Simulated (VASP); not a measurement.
Here is a VASP 6.6.1 calculation.

The input INCAR:

```
SYSTEM = Cl
ALGO = Normal ; EDIFF = 1E-6
ENCUT = 520 ; GGA = PE
ISIF = 2 ; ISMEAR = -1
LASPH = .True. ; LCHARG = .True.
LELF = .True. ; LREAL = .False.
LVHAR = .True. ; LWAVE = .False.
NBANDS = 22 ; NELM = 80
PREC = Accurate ; SIGMA = 0.05
```

Contents of KPOINTS:

```
k-points
0
Gamma
  7 7 4
  0 0 0
```

Contents of POSCAR:

```
Cl
1.0
    4.0417694585     -2.2039586250      0.0000000000
    4.0417694585      2.2039586250      0.0000000000
    0.0000000000      0.0000000000      8.5576515482
Cl
4
Direct
    0.8863233309      0.1136766691      0.1064141082
    0.6136766691      0.3863233309      0.6064141082
    0.1136766691      0.8863233309      0.8935858918
    0.3863233309      0.6136766691      0.3935858918
```

Potentials or basis: VASP PAW PBE potentials, release 64 (Cl).

Run with:

```bash
$ cat potpaw_PBE.64/Cl/POTCAR > POTCAR
$ mpirun -np 1 vasp_std > vasp.out
```

Question: What does it give for the largest force?

Answer: 0.919 eV/Å.

Question: Estimate the pressure.

Answer: -1.7 GPa.

Question: What does it give for the band gap on the k mesh?

Answer: 2.09 eV.

Forces on the atoms (eV/Å):
```
Cl   0.000 -0.461 -0.795
Cl   0.000  0.461 -0.795
Cl   0.000  0.461  0.795
Cl   0.000 -0.461  0.795
```

Caveat: this functional lacks dispersion, which holds the molecules together, so the pressure and a relaxed volume are unreliable. A k mesh can miss the band edges.
